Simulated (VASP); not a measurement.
**ZnAu: single point with PBE**

Crystal: ZnAu.

```
Zn Au
1.0
     3.11345    0.00000    0.00000
     0.00000    3.11345    0.00000
     0.00000    0.00000    3.11345
Zn Au
1 1
Direct
  0.50000 0.50000 0.50000
  0.00000 0.00000 0.00000
```

This cell differs from its parent crystal: strained.

* Program: VASP 6.6.1
* Task: single point
* Functional: PBE
* Potentials or basis: VASP PAW PBE potentials, release 64 (Zn, Au)
* Cutoff: 520 eV
* k mesh: 14 × 14 × 14
* Occupations: gaussian, width 0.1 eV
* Spin: no spin polarisation
* Dipole correction: no
* Further INCAR settings: ALGO = Normal; EDIFF = 1e-07; NBANDS = 18

| Property | Result |
| --- | --- |
| Pressure | 10.0 GPa |
| Band gap on the k mesh | zero (an odd number of electrons rules out a gap without spin polarisation) |

Levels at points of the mesh, in eV from the Fermi level:
| k point | band 9 | band 10 | band 11 | band 12 | band 13 | band 14 | band 15 | band 16 |
| --- | --- | --- | --- | --- | --- | --- | --- | --- |
| (0.00, 0.00, 0.00) | -3.82 | -3.82 | -3.82 | 5.03 | 5.03 | 5.03 | 9.26 | 12.35 |
| (0.50, 0.00, 0.00) | -5.08 | -5.08 | -3.99 | -2.40 | 10.47 | 11.34 | 11.34 | 11.49 |
| (0.50, 0.50, 0.00) | -4.17 | -3.21 | -2.12 | -2.12 | 0.95 | 2.69 | 10.57 | 12.79 |
| (0.50, 0.50, 0.50) | -3.16 | -3.16 | 1.49 | 3.78 | 3.78 | 3.78 | 3.79 | 6.05 |

Wall time 35 s on 1 thread of Oxide Virtual Turin-like Processor, with other jobs on the host, peak memory 0.16 GiB.

Caveat: the cell differs from its parent crystal (strained); the cell stands under pressure; spin-orbit coupling is left out, which moves the levels of the heavy elements.
